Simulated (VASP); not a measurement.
# InO3 (ReO3 type) (Pm-3m) in VASP: further runs, part 2 of 3

VASP 6.6.1. Earlier steps stand in the parts before.

## 4. Single point, PBE

This run uses another cell than the first one, of 19.06 Å³/atom.

Input file INCAR:

```
SYSTEM = InO3
  ALGO = Normal
  EDIFF = 1E-6
  ENCUT = 520
  GGA = PE
  ISIF = 2
  ISMEAR = -1
  LASPH = .TRUE.
  LCHARG = .FALSE.
  LREAL = .FALSE.
  LWAVE = .FALSE.
  NBANDS = 24
  NELM = 60
  PREC = Accurate
  SIGMA = 0.06122561905347299
```

Input file KPOINTS:

```
k-points
0
G
  9 9 9
  0 0 0
```

Input file POSCAR:

```
InO3
1.0
    4.2404344675      0.0000000000      0.0000000000
    0.0000000000      4.2404344675      0.0000000000
    0.0000000000      0.0000000000      4.2404344675
In O
1 3
Direct
    0.0000000000      0.0000000000      0.0000000000
    0.5000000000      0.0000000000      0.0000000000
    0.0000000000      0.5000000000      0.0000000000
    0.0000000000      0.0000000000      0.5000000000
```

Potentials or basis: VASP PAW PBE potentials, release 64 (In_d, O).

Started as:

```console
$ cat potpaw_PBE.64/In_d/POTCAR potpaw_PBE.64/O/POTCAR > POTCAR
$ mpirun -np 1 vasp_std > vasp.out
```

OUTCAR:

```text
SYSTEM = InO3
   EDIFF = 1E-6
   ENCUT = 520
   GGA = PE
   ISIF = 2
   ISMEAR = -1
   LASPH = .TRUE.
   LREAL = .FALSE.
   NELM = 60
   PREC = Accurate

 ion  position               nearest neighbor table
   1  0.000  0.000  0.000-   2 2.12   3 2.12   4 2.12   4 2.12   3 2.12   2 2.12
   2  0.500  0.000  0.000-   1 2.12   1 2.12
   3  0.000  0.500  0.000-   1 2.12   1 2.12
   4  0.000  0.000  0.500-   1 2.12   1 2.12

  LATTYP: Found a simple cubic cell.
 ALAT       =     4.2404344675

  Lattice vectors:
[... 843 lines left out ...]
  Direction    XX          YY          ZZ          XY          YZ          ZX
  --------------------------------------------------------------------------------------
  -------------------------------------------------------------------------------------
  Total       -0.5026072     -0.5026072     -0.5026072      0.0000000      0.0000000      0.0000000
  in kB      -10.5610765    -10.5610765    -10.5610765      0.0000000      0.0000000      0.0000000
  external PRESSURE =     -10.5610765 kB  Pullay stress =       0.0000000 kB

 VOLUME and BASIS-vectors are now :
 -----------------------------------------------------------------------------
  energy-cutoff  :      520.00
  volume of cell :       76.25
      direct lattice vectors                 reciprocal lattice vectors
     4.240434468  0.000000000  0.000000000     0.235824892  0.000000000  0.000000000
     0.000000000  4.240434468  0.000000000     0.000000000  0.235824892  0.000000000
     0.000000000  0.000000000  4.240434468     0.000000000  0.000000000  0.235824892

 POSITION                                       TOTAL-FORCE (eV/Angst)
 -----------------------------------------------------------------------------------
      0.00000      0.00000      0.00000         0.000000      0.000000      0.000000
      2.12022      0.00000      0.00000         0.000000      0.000000      0.000000
      0.00000      2.12022      0.00000         0.000000      0.000000      0.000000
      0.00000      0.00000      2.12022         0.000000      0.000000      0.000000
 -----------------------------------------------------------------------------------
    total drift:                                0.000000      0.000000     -0.000000

  FREE ENERGIE OF THE ION-ELECTRON SYSTEM (eV)
  ---------------------------------------------------
  free  energy   TOTEN  =       -16.2232631362 eV

  energy  without entropy=      -16.1067574232  energy(sigma->0) =      -16.16501028
```

stdout:

```text
POSCAR found type information on POSCAR InO
 POSCAR found :  2 types and       4 ions
 scaLAPACK will be used
 LDA part: xc-table for (Slater+PW92), standard interpolation
 POSCAR, INCAR and KPOINTS ok, starting setup
 FFT: planning ... GRIDC
 FFT: planning ... GRID_SOFT
 FFT: planning ... GRID
 WAVECAR not read
 entering main loop
```

Wall time 61 s (1 thread of Intel Xeon 8259CL, shared host); peak memory 0.2 GiB.

Results:

| Quantity | Value |
| --- | --- |
| Free energy | -16.2233 eV |
| Pressure | -1.1 GPa |
| Band gap on the k mesh | zero (an odd number of electrons rules out a gap without spin polarisation) |

Levels at points of the mesh, in eV from the Fermi level:
```tsv
k point	band 12	band 13	band 14	band 15	band 16	band 17	band 18	band 19	band 20	band 21
(0.00, 0.00, 0.00)	-0.24	-0.24	-0.24	-0.22	-0.22	-0.22	3.67	8.60	13.91	13.91
```

Caveat: spin-orbit coupling is left out, which moves the levels of the heavy elements; an odd number of electrons without spin polarisation forces a metal; a magnetic or distorted state may lie lower.

## 5. Single point, PBE

This run uses another cell than the first one, of 19.44 Å³/atom.

Input file INCAR:

```
PREC = Accurate
ENCUT = 520
EDIFF = 1E-7
ISMEAR = -1
SIGMA = 0.06122561905347299
LREAL = F
LASPH = T
NELM = 100
ALGO = Normal
ISIF = 2
LWAVE = F
LCHARG = F
GGA = PE
NBANDS = 24
```

Input file KPOINTS:

```
Automatic mesh
0
Gamma
  9 9 9
```

Input file POSCAR:

```
InO3
1.0
    4.2679705278      0.0000000000      0.0000000000
    0.0000000000      4.2679705278      0.0000000000
    0.0000000000      0.0000000000      4.2679705278
In O
1 3
Direct
    0.0000000000      0.0000000000      0.0000000000
    0.5000000000      0.0000000000      0.0000000000
    0.0000000000      0.5000000000      0.0000000000
    0.0000000000      0.0000000000      0.5000000000
```

Potentials or basis: VASP PAW PBE potentials, release 64 (In_d, O).

Started as:

```console
$ cat potpaw_PBE.64/In_d/POTCAR potpaw_PBE.64/O/POTCAR > POTCAR
$ mpirun -np 1 vasp_std > vasp.out
```

OUTCAR:

```text
PREC = Accurate
   ENCUT = 520
   EDIFF = 1E-7
   ISMEAR = -1
   LREAL = F
   LASPH = T
   NELM = 100
   ISIF = 2
   GGA = PE

 ion  position               nearest neighbor table
   1  0.000  0.000  0.000-   2 2.13   3 2.13   4 2.13   4 2.13   3 2.13   2 2.13
   2  0.500  0.000  0.000-   1 2.13   1 2.13
   3  0.000  0.500  0.000-   1 2.13   1 2.13
   4  0.000  0.000  0.500-   1 2.13   1 2.13

  LATTYP: Found a simple cubic cell.
 ALAT       =     4.2679705278

  Lattice vectors:

 A1 = (   4.2679705278,   0.0000000000,   0.0000000000)
 A2 = (   0.0000000000,   4.2679705278,   0.0000000000)
 A3 = (   0.0000000000,   0.0000000000,   4.2679705278)

Analysis of symmetry for initial positions (statically):
=====================================================================
 Subroutine PRICEL returns:
 Original cell was already a primitive cell.

 Routine SETGRP: Setting up the symmetry group for a
 simple cubic supercell.

 Subroutine GETGRP returns: Found 48 space group operations
[... 165 lines left out ...]
  free energy    TOTEN  =       -16.20948053 eV

  energy without entropy =      -16.08804482  energy(sigma->0) =      -16.14876267

 E-fermi :  -1.5449     XC(G=0):  -7.9776

 val. band max:       -1.5639231794   @ k =   0.3333   0.3333   0.1111
 cond. band min:      -1.5401310115   @ k =   0.4444   0.2222   0.2222
 fundamental gap:      0.0237921679
 Fermi energy:        -1.5448656166

 k-point     1 :       0.0000    0.0000    0.0000
  band No.  band energies     occupation
      1     -18.1352      2.00000
      2     -17.7573      2.00000
      3     -17.7573      2.00000
      4     -13.1044      2.00000
      5     -13.1044      2.00000
      6     -13.1044      2.00000
[... 637 lines left out ...]
     23      12.3007      0.00000
     24      12.6779      0.00000

 [... further k-points ...]

------------------------ aborting loop because EDIFF is reached ----------------------------------------

  FORCE on cell =-STRESS in cart. coord.  units (eV):
  Direction    XX          YY          ZZ          XY          YZ          ZX
  --------------------------------------------------------------------------------------
  -------------------------------------------------------------------------------------
  Total       -1.0574691     -1.0574691     -1.0574691      0.0000000     -0.0000000      0.0000000
  in kB      -21.7928499    -21.7928499    -21.7928499      0.0000000     -0.0000000      0.0000000
  external PRESSURE =     -21.7928499 kB  Pullay stress =       0.0000000 kB

 VOLUME and BASIS-vectors are now :
 -----------------------------------------------------------------------------
  energy-cutoff  :      520.00
  volume of cell :       77.74
      direct lattice vectors                 reciprocal lattice vectors
     4.267970528  0.000000000  0.000000000     0.234303399  0.000000000  0.000000000
     0.000000000  4.267970528  0.000000000     0.000000000  0.234303399  0.000000000
     0.000000000  0.000000000  4.267970528     0.000000000  0.000000000  0.234303399

 POSITION                                       TOTAL-FORCE (eV/Angst)
 -----------------------------------------------------------------------------------
      0.00000      0.00000      0.00000         0.000000      0.000000      0.000000
      2.13399      0.00000      0.00000         0.000000      0.000000      0.000000
      0.00000      2.13399      0.00000         0.000000      0.000000      0.000000
      0.00000      0.00000      2.13399         0.000000      0.000000      0.000000
 -----------------------------------------------------------------------------------
    total drift:                                0.000000      0.000000     -0.000000

  FREE ENERGIE OF THE ION-ELECTRON SYSTEM (eV)
  ---------------------------------------------------
  free  energy   TOTEN  =       -16.2094805255 eV

  energy  without entropy=      -16.0880448170  energy(sigma->0) =      -16.14876267
```

OSZICAR:

```text
N       E                     dE             d eps       ncg     rms          rms(c)
DAV:   1     0.309007885217E+03    0.30901E+03   -0.14506E+04  1688   0.139E+03
DAV:   2     0.162523023589E+02   -0.29276E+03   -0.26894E+03  1984   0.407E+02
DAV:   3    -0.164249394439E+02   -0.32677E+02   -0.31661E+02  2000   0.132E+02
DAV:   4    -0.175147923320E+02   -0.10899E+01   -0.10850E+01  1984   0.272E+01
DAV:   5    -0.175630745146E+02   -0.48282E-01   -0.48273E-01  2424   0.546E+00    0.917E+00
DAV:   6    -0.162089802453E+02    0.13541E+01   -0.34384E+00  2456   0.295E+01    0.581E+00
DAV:   7    -0.162123904699E+02   -0.34102E-02   -0.25047E-01  1768   0.433E+00    0.193E+00
DAV:   8    -0.162082960601E+02    0.40944E-02   -0.13350E-02  2136   0.128E+00    0.729E-01
DAV:   9    -0.162091680370E+02   -0.87198E-03   -0.42958E-03  2320   0.895E-01    0.963E-02
DAV:  10    -0.162094809092E+02   -0.31287E-03   -0.66282E-04  2360   0.234E-01    0.671E-02
DAV:  11    -0.162094798598E+02    0.10494E-05   -0.16019E-05  2392   0.489E-02    0.466E-02
DAV:  12    -0.162094807309E+02   -0.87101E-06   -0.79186E-06  2000   0.486E-02    0.538E-03
DAV:  13    -0.162094805666E+02    0.16423E-06   -0.88639E-07  1952   0.734E-03    0.388E-03
DAV:  14    -0.162094805255E+02    0.41118E-07   -0.24865E-08  1480   0.228E-03
   1 F= -.16209481E+02 E0= -.16148763E+02  d E =-.121436E+00
```

stdout:

```text
POSCAR found type information on POSCAR InO
 POSCAR found :  2 types and       4 ions
 scaLAPACK will be used
 LDA part: xc-table for (Slater+PW92), standard interpolation
 POSCAR, INCAR and KPOINTS ok, starting setup
 FFT: planning ... GRIDC
 FFT: planning ... GRID_SOFT
 FFT: planning ... GRID
 WAVECAR not read
 entering main loop
```

It took 70 s on 1 thread of Intel Xeon 8259CL, shared host; peak memory 0.2 GiB.

Results:

```yaml
Free_energy: -16.2095 eV
Pressure: -2.2 GPa
Band_gap_on_the_k_mesh: zero (an odd number of electrons rules out a gap without spin polarisation)
```

Levels at points of the mesh, in eV from the Fermi level:
| k point | band 12 | band 13 | band 14 | band 15 | band 16 | band 17 | band 18 | band 19 | band 20 | band 21 |
| --- | --- | --- | --- | --- | --- | --- | --- | --- | --- | --- |
| (0.00, 0.00, 0.00) | -0.23 | -0.23 | -0.23 | -0.21 | -0.21 | -0.21 | 3.49 | 8.56 | 13.73 | 13.73 |

Caveat: spin-orbit coupling is left out, which moves the levels of the heavy elements; an odd number of electrons without spin polarisation forces a metal; a magnetic or distorted state may lie lower.

[end of part 2 of 3]
